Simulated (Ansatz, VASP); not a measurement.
**One calculation of NbTe, two programs**

```xyz
2
Lattice="3.7030 0.0000 0.0000 -1.8515 3.2069 0.0000 0.0000 0.0000 3.6942" Properties=species:S:1:pos:R:3 pbc="T T T"
Nb    0.0000    0.0000    1.8471
Te    1.8515    1.0690    0.0000
```

Alike in both runs: task single point; functional r2SCAN; k mesh 15 × 15 × 14; occupations gaussian, width 0.15 eV; no spin polarisation.

|  | VASP | Ansatz |
| --- | --- | --- |
| version | VASP 6.6.1 | Ansatz 0.2.0 |
| potentials or method | VASP PAW PBE potentials, release 64 (Nb_sv, Te), cutoff 520 eV | scalar-relativistic, plane waves, PAW |
| valence electrons in the cell | 19 | 29 |

Ansatz gave:

```
gap on the k mesh at the Fermi level (eV)                     : none
pressure (GPa)                                                : -1.4
traceless stress, the component that is largest in VASP (GPa) : -0.04
```

Task: Estimate VASP's values.

Result: gap on the k mesh at the Fermi level (eV): none; pressure (GPa): -1.6; traceless stress, the component that is largest in VASP (GPa): -0.08.

VASP's potentials were made for PBE, not for r2SCAN. A gap of «none» marks a metal or a gap that the smearing closes. VASP's potentials hold 19 valence electrons a cell and Ansatz's 29, so a difference there can come from the potentials and not from the codes.

Spin-orbit coupling is off throughout.
